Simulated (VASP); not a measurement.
# MgS (P6_3mc) in VASP: notebook

MgS is run at these levels: BLYP, PBE, revPBE; tasks: single point.

Everything below comes from runs of VASP 6.6.1. Logs are shortened: lines on timing, memory, paths and dates and some standing lists are left out, and cuts for length are marked.

## 1. The cell of the first run

It takes space group P6_3mc (No. 186, hexagonal). The conventional cell has a = 4.035 Å, b = 4.035 Å, c = 6.432 Å, α = 90.00°, β = 90.00°, γ = 120.00°. Mg (site symmetry 3m) has 4 S at 2.45 to 2.47 Å within 3.2 Å. S (site symmetry 3m) has 4 Mg at 2.45 to 2.47 Å within 3.2 Å.

## 2. Single point, BLYP

INCAR

```
SYSTEM = MgS
  PREC = Accurate
  ENCUT = 600
  EDIFF = 1E-6
  ISMEAR = 0
  SIGMA = 0.1
  LREAL = .FALSE.
  LASPH = .TRUE.
  NELM = 120
  ALGO = Normal
  ISIF = 2
  LWAVE = .FALSE.
  LCHARG = .FALSE.
  GGA = B5
  ALDAX = 1.0
  AGGAX = 1.0
  AGGAC = 1.0
  ALDAC = 0.0
  NBANDS = 16
  GGA_COMPAT = .FALSE.
```

KPOINTS

```
Automatic mesh
0
G
  6 6 2
  0 0 0
```

POSCAR

```
MgS
1.0
    4.0346224068      0.0000000000      0.0000000000
   -2.0173112034      3.4940854990      0.0000000000
    0.0000000000      0.0000000000      6.4322941800
Mg S
2 2
Direct
    0.6666666667      0.3333333333      0.4957548500
    0.3333333333      0.6666666667      0.9957548500
    0.3333333333      0.6666666667      0.3792441500
    0.6666666667      0.3333333333      0.8792441500
```

Potentials or basis: VASP PAW PBE potentials, release 64 (Mg, S).

Launch:

```console
cat potpaw_PBE.64/Mg/POTCAR potpaw_PBE.64/S/POTCAR > POTCAR
mpirun -np 1 vasp_std > vasp.out
```

OUTCAR:

```text
SYSTEM = MgS
   PREC = Accurate
   ENCUT = 600
   EDIFF = 1E-6
   ISMEAR = 0
   LREAL = .FALSE.
   LASPH = .TRUE.
   NELM = 120
   ISIF = 2
   GGA = B5

 ion  position               nearest neighbor table
   1  0.667  0.333  0.496-   3 2.45   3 2.45   3 2.45   4 2.47
   2  0.333  0.667  0.996-   4 2.45   4 2.45   4 2.45   3 2.47
   3  0.333  0.667  0.379-   1 2.45   1 2.45   1 2.45   2 2.47
   4  0.667  0.333  0.879-   2 2.45   2 2.45   2 2.45   1 2.47

  LATTYP: Found a hexagonal cell.
 ALAT       =     4.0346224068
 C/A-ratio  =     1.5942741430

  Lattice vectors:

 A1 = (   4.0346224068,   0.0000000000,   0.0000000000)
 A2 = (  -2.0173112034,   3.4940854990,   0.0000000000)
 A3 = (   0.0000000000,   0.0000000000,   6.4322941800)

Analysis of symmetry for initial positions (statically):
=====================================================================
 Subroutine PRICEL returns:
 Original cell was already a primitive cell.

 Routine SETGRP: Setting up the symmetry group for a
 hexagonal supercell.

 Subroutine GETGRP returns: Found 12 space group operations
 (whereof  6 operations were pure point group operations)
 out of a pool of 24 trial point group operations.

The static configuration has the point symmetry C_3v.
 The point group associated with its full space group is C_6v.

Analysis of symmetry for dynamics (positions and initial velocities):
=====================================================================
 Subroutine PRICEL returns:
 Original cell was already a primitive cell.

 Routine SETGRP: Setting up the symmetry group for a
 hexagonal supercell.

 Subroutine GETGRP returns: Found 12 space group operations
 (whereof  6 operations were pure point group operations)
 out of a pool of 24 trial point group operations.

The dynamic configuration has the point symmetry C_3v.
 The point group associated with its full space group is C_6v.

 Subroutine INISYM returns: Found 12 space group operations
 (whereof  6 operations are pure point group operations),
 and found     1 'primitive' translations

----------------------------------------------------------------------------------------

                                     Primitive cell

  volume of cell :      90.6781

  direct lattice vectors                    reciprocal lattice vectors
     4.034622407  0.000000000  0.000000000     0.247854669  0.143098960  0.000000000
    -2.017311203  3.494085499  0.000000000     0.000000000  0.286197919  0.000000000
     0.000000000  0.000000000  6.432294180     0.000000000  0.000000000  0.155465526

  length of vectors
     4.034622407  4.034622407  6.432294180     0.286197919  0.286197919  0.155465526

  position of ions in fractional coordinates (direct lattice)
     0.666666667  0.333333333  0.495754850
     0.333333333  0.666666667  0.995754850
     0.333333333  0.666666667  0.379244150
     0.666666667  0.333333333  0.879244150

  ion indices of the primitive-cell ions
   primitive index   ion index
                 1           1
                 2           2
                 3           3
                 4           4

----------------------------------------------------------------------------------------

 KPOINTS: Automatic mesh

Automatic generation of k-mesh.
 Grid dimensions read from file:
 generate k-points for:    6    6    2

 Generating k-lattice:

  Cartesian coordinates                     Fractional coordinates (reciprocal lattice)
     0.041309111  0.023849827  0.000000000     0.166666667  0.000000000  0.000000000
     0.000000000  0.047699653  0.000000000     0.000000000  0.166666667  0.000000000
     0.000000000  0.000000000  0.077732763     0.000000000  0.000000000  0.500000000

  Length of vectors
     0.047699653  0.047699653  0.077732763

  Shift w.r.t. Gamma in fractional coordinates (k-lattice)
     0.000000000  0.000000000  0.000000000

 Subroutine IBZKPT returns following result:
 ===========================================

 Found     14 irreducible k-points:

 Following reciprocal coordinates:
            Coordinates               Weight
  0.000000  0.000000  0.000000      1.000000
  0.166667  0.000000  0.000000      6.000000
  0.333333 -0.000000  0.000000      6.000000
  0.500000 -0.000000  0.000000      3.000000
  0.166667  0.166667  0.000000      6.000000
  0.333333  0.166667  0.000000     12.000000
  0.333333  0.333333  0.000000      2.000000
  0.000000  0.000000  0.500000      1.000000
  0.166667  0.000000  0.500000      6.000000
  0.333333 -0.000000  0.500000      6.000000
  0.500000 -0.000000  0.500000      3.000000
  0.166667  0.166667  0.500000      6.000000
  0.333333  0.166667  0.500000     12.000000
  0.333333  0.333333  0.500000      2.000000
   k-points           NKPTS =     14   k-points in BZ     NKDIM =     14   number of bands    NBANDS=     16
   number of dos      NEDOS =    301   number of ions     NIONS =      4
   total plane-waves  NPLWV =  55296
   dimension x,y,z NGX =    32 NGY =   32 NGZ =   54
   dimension x,y,z NGXF=    64 NGYF=   64 NGZF=  108
   ions per type =               2   2
   NGX,Y,Z   is equivalent  to a cutoff of  13.19, 13.19, 13.96 a.u.
   NGXF,Y,Z  is equivalent  to a cutoff of  26.37, 26.37, 27.91 a.u.
 SYSTEM =  MgS
   PREC   = accura    normal or accurate (medium, high low for compatibility)
   ISTART =      0    job   : 0-new  1-cont  2-samecut
   ICHARG =      2    charge: 1-file 2-atom 10-const
   ISPIN  =      1    spin polarized calculation?
   LNONCOLLINEAR =      F non collinear calculations
   LSORBIT =      F    spin-orbit coupling
   LASPH  =      T    aspherical Exc in radial PAW
   ENCUT  =  600.0 eV  44.10 Ry    6.64 a.u.   8.06  8.06 12.85*2*pi/ulx,y,z
   NELM   =    120;   NELMIN=  2; NELMDL= -5     # of ELM steps
   EDIFF  = 0.1E-05   stopping-criterion for ELM
   LREAL  =      F    real-space projection
[... 7 lines left out ...]
   TEBEG  =    0.0;   TEEND  =   0.0 temperature during run
   PSTRESS=    0.0 pullay stress
   NELECT =      16.0000    total number of electrons
   NUPDOWN=      -1.0000    fix difference up-down
   EMIN   =  10.00;   EMAX   =-10.00  energy-range for DOS
   EFERMI =   0.00;   METHOD = LEGACY
   ISMEAR =     0;   SIGMA  =   0.10  broadening in eV -4-tet -1-fermi 0-gaus
   EFERMI_NEDOS =   21; number of points for ismear=-14 and -15
   IALGO  =     38    algorithm
   IMIX   =      4    mixing-type and parameters
     AMIX     =   0.40;   BMIX     =  1.00
     AMIX_MAG =   1.60;   BMIX_MAG =  1.00
  volume/ion in A,a.u.               =      22.67       152.98
  Fermi-wavevector in a.u.,A,eV,Ry     =   0.918221  1.735187 11.471486  0.843130
  Thomas-Fermi vector in A             =   2.043279
   LORBIT       =      0    0 simple, 1 ext, 2 COOP (PROOUT), +10 PAW based schemes
   GGA     = B5    functional components
   LHFCALC =     F    Hartree Fock is set to
   AEXX    =    0.0000 exact exchange contribution
   IVDW    =     0    specifies the selected vdW correction
   LEPSILON=     F    determine dielectric tensor
   LRPA    =     F    only Hartree local field effects (RPA)
 non-spin polarized calculation
 Gauss-broadening in eV      SIGMA  =   0.10
  energy-cutoff  :      600.00
  volume of cell :       90.68
 maximum number of plane-waves:      3054
   NGX = 17   NGY = 17   NGZ = 25

 number of electron      15.9999998 magnetization

 Free energy of the ion-electron system (eV)
  ---------------------------------------------------
  ext. energy  EPLUGINS =         0.00000000
  ---------------------------------------------------
  free energy    TOTEN  =       -15.39836437 eV

  energy without entropy =      -15.39836437  energy(sigma->0) =      -15.39836437

 E-fermi :   1.9812     XC(G=0):  -7.8855

 val. band max:        1.5617338387   @ k =   0.0000   0.0000   0.0000
 cond. band min:       5.1265407341   @ k =   0.0000   0.0000   0.0000
 fundamental gap:      3.5648068953
 Fermi energy:         1.9811589124

 k-point     1 :       0.0000    0.0000    0.0000
  band No.  band energies     occupation
      1      -9.8237      2.00000
      2      -9.1078      2.00000
      3      -1.5952      2.00000
      4       0.9886      2.00000
      5       0.9886      2.00000
      6       1.4013      2.00000
[... 8 lines left out ...]
     15      10.0978      0.00000
     16      10.8899      0.00000

 k-point     2 :       0.1667    0.0000    0.0000
  band No.  band energies     occupation
      1      -9.6930      2.00000
      2      -9.0453      2.00000
      3      -1.3886      2.00000
      4       0.2500      2.00000
      5       0.6384      2.00000
      6       0.7887      2.00000
[... 8 lines left out ...]
     15      10.2720      0.00000
     16      10.3758      0.00000

 k-point     3 :       0.3333   -0.0000    0.0000
  band No.  band energies     occupation
      1      -9.3827      2.00000
      2      -8.9411      2.00000
      3      -1.0120      2.00000
      4      -0.7204      2.00000
      5      -0.3918      2.00000
      6       0.4698      2.00000
[... 8 lines left out ...]
     15      10.2976      0.00000
     16      11.7427      0.00000

 k-point     4 :       0.5000   -0.0000    0.0000
  band No.  band energies     occupation
      1      -9.1693      2.00000
      2      -8.9308      2.00000
      3      -1.4053      2.00000
      4      -0.8575      2.00000
      5      -0.2813      2.00000
      6       0.3335      2.00000
[... 8 lines left out ...]
     15      10.6790      0.00000
     16      12.7885      0.00000
[... 134 lines left out ...]
 k-point    12 :       0.1667    0.1667    0.5000
  band No.  band energies     occupation
      1      -9.2272      2.00000
      2      -9.2272      2.00000
      3      -0.8634      2.00000
      4      -0.8634      2.00000
      5       0.5477      2.00000
      6       0.5477      2.00000
[... 8 lines left out ...]
     15      10.5432      0.00000
     16      10.5432      0.00000

 k-point    13 :       0.3333    0.1667    0.5000
  band No.  band energies     occupation
      1      -9.0492      2.00000
      2      -9.0492      2.00000
      3      -1.3116      2.00000
      4      -1.3116      2.00000
      5       0.1497      2.00000
      6       0.1497      2.00000
[... 8 lines left out ...]
     15      10.9937      0.00000
     16      10.9937      0.00000

 k-point    14 :       0.3333    0.3333    0.5000
  band No.  band energies     occupation
      1      -8.9880      2.00000
      2      -8.9880      2.00000
      3      -1.2075      2.00000
      4      -1.2075      2.00000
      5      -0.3876      2.00000
      6      -0.3876      2.00000
[... 8 lines left out ...]
     15      10.9456      0.00000
     16      10.9456      0.00000

------------------------ aborting loop because EDIFF is reached ----------------------------------------

  FORCE on cell =-STRESS in cart. coord.  units (eV):
  Direction    XX          YY          ZZ          XY          YZ          ZX
  --------------------------------------------------------------------------------------
  -------------------------------------------------------------------------------------
  Total        1.3744984      1.3744984      1.3689350      0.0000000      0.0000000      0.0000000
  in kB       24.2858046     24.2858046     24.1875066      0.0000000      0.0000000      0.0000000
  external PRESSURE =      24.2530386 kB  Pullay stress =       0.0000000 kB

 VOLUME and BASIS-vectors are now :
 -----------------------------------------------------------------------------
  energy-cutoff  :      600.00
  volume of cell :       90.68
      direct lattice vectors                 reciprocal lattice vectors
     4.034622407  0.000000000  0.000000000     0.247854669  0.143098960  0.000000000
    -2.017311203  3.494085499  0.000000000     0.000000000  0.286197919  0.000000000
     0.000000000  0.000000000  6.432294180     0.000000000  0.000000000  0.155465526

 POSITION                                       TOTAL-FORCE (eV/Angst)
 -----------------------------------------------------------------------------------
      2.01731      1.16470      3.18884        -0.000000      0.000000      0.061242
     -0.00000      2.32939      6.40499        -0.000000      0.000000      0.061242
     -0.00000      2.32939      2.43941        -0.000000      0.000000     -0.061242
      2.01731      1.16470      5.65556         0.000000     -0.000000     -0.061242
 -----------------------------------------------------------------------------------
    total drift:                               -0.000000      0.000000     -0.000132

  FREE ENERGIE OF THE ION-ELECTRON SYSTEM (eV)
  ---------------------------------------------------
  free  energy   TOTEN  =       -15.3983643669 eV

  energy  without entropy=      -15.3983643669  energy(sigma->0) =      -15.39836437
```

It took 56 s on 1 thread of Intel Xeon Platinum 8175M at 2.50GHz (Skylake/Cascade Lake), shared host; peak memory 0.23 GiB.

Results:

```yaml
Free_energy: -15.3984 eV
Pressure: 2.4 GPa
Largest_force: 0.061 eV/Å
Band_gap_on_the_k_mesh: 3.56 eV
```

Forces in eV/Å, atoms in the order of the input:
```
Mg   0.000  0.000  0.061
Mg   0.000  0.000  0.061
S    0.000  0.000 -0.061
S    0.000  0.000 -0.061
```

Levels at points of the mesh, in eV from the valence-band top:
```tsv
k point	band 4	band 5	band 6	band 7	band 8	band 9	band 10	band 11	band 12	band 13
(0.00, 0.00, 0.00)	-0.57	-0.57	-0.16	-0.16	0.00	3.56	4.74	7.53	7.53	8.26
(0.50, 0.00, 0.00)	-2.42	-1.84	-1.23	-0.90	-0.47	4.84	5.36	5.88	7.58	8.43
(0.00, 0.00, 0.50)	-1.87	-0.37	-0.37	-0.37	-0.37	4.99	4.99	7.68	7.68	7.68
(0.50, 0.00, 0.50)	-3.07	-0.88	-0.88	-0.79	-0.79	4.79	4.79	6.36	6.36	9.29
```

Caveat: the k points lie up to 0.49 Å⁻¹ apart; the PAW data sets were made with another functional, which shifts forces and pressure a little.

[end of part 1 of 2]
